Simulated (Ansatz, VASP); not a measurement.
**Two plane-wave programs on Ir**

The input INCAR:

```
SYSTEM = Ir
PREC = Accurate ; ENCUT = 520
EDIFF = 1E-6 ; ISMEAR = -1
SIGMA = 0.05 ; LREAL = .False.
LASPH = .True. ; NELM = 150
ALGO = Normal ; ISIF = 2
LWAVE = .False. ; LCHARG = .True.
ISPIN = 2 ; MAGMOM = 1
LORBIT = 11 ; LMAXMIX = 4
GGA = B5 ; ALDAX = 1.0
AGGAX = 1.0 ; AGGAC = 1.0
ALDAC = 0.0 ; LELF = .True.
LVHAR = .True. ; NBANDS = 14
```

File KPOINTS:

```
regular mesh
0
Gamma
  22 22 22
  0 0 0
```

The input POSCAR:

```
Ir
1.0
    0.0000000000      1.9144425907      1.9144425907
    1.9144425907      0.0000000000      1.9144425907
    1.9144425907      1.9144425907      0.0000000000
Ir
1
Direct
    0.0000000000      0.0000000000      0.0000000000
```

Input for Ansatz:

```yaml
crystal:
  lattice:
    - [0.0, 1.9144425907, 1.9144425907]
    - [1.9144425907, 0.0, 1.9144425907]
    - [1.9144425907, 1.9144425907, 0.0]
  atoms:
    - { symbol: Ir, position: [0.0, 0.0, 0.0], spin: 1.0 }
hamiltonian:
  xc: blyp
  pseudopotentials:
    kind: paw
    azcp:
      Ir: "pseudopotentials/Ir.paw.azcp"
basis:
  ecutwfc: 420
  fft_grid_basis: typed
kpoints:
  mp_grid: { grid: [22, 22, 22], shift: [0, 0, 0] }
magnetization:
  spin_polarized: true
scf:
  occupations: { method: fermi_dirac, width: 0.05 }
output:
  stress: true
```

Alike in both runs: task single point; functional BLYP; k mesh 22 × 22 × 22; occupations fermi-dirac, width 0.05 eV; collinear spin.

|  | VASP | Ansatz |
| --- | --- | --- |
| version | VASP 6.6.1 | Ansatz 0.2.0 |
| potentials or method | VASP PAW PBE potentials, release 64 (Ir), cutoff 520 eV | plane waves (420 eV) with PAW, scalar-relativistic |
| valence electrons in the cell | 9 | 17 |

|  | VASP | Ansatz | Ansatz less VASP |
| --- | --- | --- | --- |
| net moment per atom (μB) | 0.00 | 0.00 | 0.000 |

VASP's potentials were made for PBE, not for BLYP. VASP's potentials hold 9 valence electrons a cell and Ansatz's 17, so a difference there can come from the potentials and not from the codes. Ansatz's warnings: seeded moment not kept.

Neither program's run includes spin-orbit coupling.
